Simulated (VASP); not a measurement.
Here is a VASP 6.6.1 calculation.

File INCAR:

```
SYSTEM = TiO2
PREC = Accurate ; ENCUT = 600
EDIFF = 1E-7 ; ISMEAR = -1
SIGMA = 0.05 ; LREAL = .False.
LASPH = .True. ; NELM = 200
ALGO = Normal ; ISIF = 3
LWAVE = .False. ; LCHARG = .False.
LMAXMIX = 4 ; LDAU = .True.
LDAUTYPE = 2 ; LDAUL = 2 -1
LDAUU = 6 0 ; LDAUJ = 0 0
LDAUPRINT = 1 ; IBRION = 2
NSW = 60 ; EDIFFG = -0.01
GGA_COMPAT = .False. ; NELMIN = 4
```

KPOINTS

```
regular mesh
0
Gamma
  6 6 5
  0 0 0
```

Contents of POSCAR:

```
TiO2
1.0
    5.5822227355      0.0000000000      0.0000000000
   -2.7911113678      4.8343466985      0.0000000000
    0.0000000000      0.0000000000      6.0824678800
Ti O
3 6
Direct
    0.4669367500      0.0000000000      0.3333333333
    0.0000000000      0.4669367500      0.6666666667
    0.5330632500      0.5330632500      0.0000000000
    0.5810657200      0.8514331800      0.1206639333
    0.7296325400      0.1485668200      0.5460027333
    0.2703674600      0.4189342800      0.7873306000
    0.8514331800      0.5810657200      0.8793360667
    0.1485668200      0.7296325400      0.4539972667
    0.4189342800      0.2703674600      0.2126694000
```

Potentials or basis: VASP PAW LDA potentials, release 64 (Ti_sv, O).

Command:

```console
$ cat potpaw_LDA.64/Ti_sv/POTCAR potpaw_LDA.64/O/POTCAR > POTCAR
$ mpirun -np 1 vasp_std > vasp.out
```

Task: What does it give for the relaxed volume?

Result: 17.04 Å³/atom.

Task: Predict the band gap on the k mesh.

Result: 4.18 eV (least direct gap 4.27 eV).

Task: Estimate the relaxed cell.

Result: a = 5.464 Å, b = 5.464 Å, c = 5.931 Å, α = 90.00°, β = 90.00°, γ = 120.00°.

Task: Estimate the space group after relaxing (to 0.1 Å).

Result: P3_121 (No. 152).

Forces in eV/Å, atoms in the order of the input:
```
Ti   0.000  0.000  0.000
Ti   0.000  0.000  0.000
Ti   0.000  0.000  0.000
O   -0.002 -0.003  0.003
O   -0.002  0.003 -0.003
O   -0.001  0.003  0.003
O   -0.001 -0.003 -0.003
O    0.003  0.000  0.003
O    0.003  0.000 -0.003
```

A k mesh can miss the band edges.
